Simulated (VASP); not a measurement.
Wanted: the native input for a VASP 6.6.1 run.

* Task: single point
* Functional: PBE
* Potentials or basis: VASP PAW PBE potentials, release 64 (Al, N)
* Cutoff: 520 eV
* k mesh: 5 × 5 × 1
* Occupations: gaussian, width 0.1 eV
* Spin: no spin polarisation
* Dipole correction: yes
* Further INCAR settings: ALGO = Normal; EDIFF = 1e-06; NBANDS = 32

The structure of Al12N lies in POSCAR:

```
Al12N
1.0
    5.7143028096      0.0000000000      0.0000000000
    0.0000000000      5.7143028096      0.0000000000
    0.0000000000      0.0000000000     19.6750228481
Al N
12 1
Direct
    0.2500000000      0.2500000000      0.2033034488
    0.2500000000      0.7500000000      0.2033034488
    0.7500000000      0.2500000000      0.2033034488
    0.7500000000      0.7500000000      0.2033034488
    0.0000000000      0.0000000000      0.3092772432
    0.0000000000      0.5000000000      0.3092772432
    0.5000000000      0.0000000000      0.3092772432
    0.5000000000      0.5000000000      0.3092772432
    0.2500000000      0.2500000000      0.4155025847
    0.2500000000      0.7500000000      0.4155025847
    0.7500000000      0.2500000000      0.4155025847
    0.7500000000      0.7500000000      0.4155025847
    0.2500000000      0.3333333333      0.5009193172
```

One way to write it, as run:

INCAR

```
SYSTEM = Al12N
PREC     = Accurate       ! precision mode
ENCUT    = 520            ! plane-wave cutoff, eV
EDIFF    = 1E-6           ! SCF threshold, eV
ISMEAR   = 0              ! smearing method
SIGMA    = 0.1            ! smearing width, eV
LREAL    = .False.        ! projectors in reciprocal space
LASPH    = .True.         ! aspherical terms in the spheres
NELM     = 80             ! most SCF steps
ALGO     = Normal         ! electronic algorithm
ISIF     = 2              ! what is computed and relaxed
LWAVE    = .False.        ! write WAVECAR
LCHARG   = .True.         ! write CHGCAR
LDIPOL   = .True.       
IDIPOL   = 3            
DIPOL    = 0.5 0.5 0.324
GGA      = PE             ! functional
LELF     = .True.         ! ELF
LVHAR    = .True.       
LVACPOTAV= .True.       
NBANDS   = 32             ! bands
```

KPOINTS

```
regular mesh
0
Gamma
  5 5 1
  0 0 0
```

Potentials or basis: VASP PAW PBE potentials, release 64 (Al, N).

Run with:

```sh
$ cat potpaw_PBE.64/Al/POTCAR potpaw_PBE.64/N/POTCAR > POTCAR
$ mpirun -np 1 vasp_std > vasp.out
```

Results of the run:

- Largest force: 1.274 eV/Å

Run time: 7.3 min on 1 thread of Intel(R) Xeon(R) Platinum 8488C (Sapphire Rapids), on a shared host, peak memory 0.63 GiB.
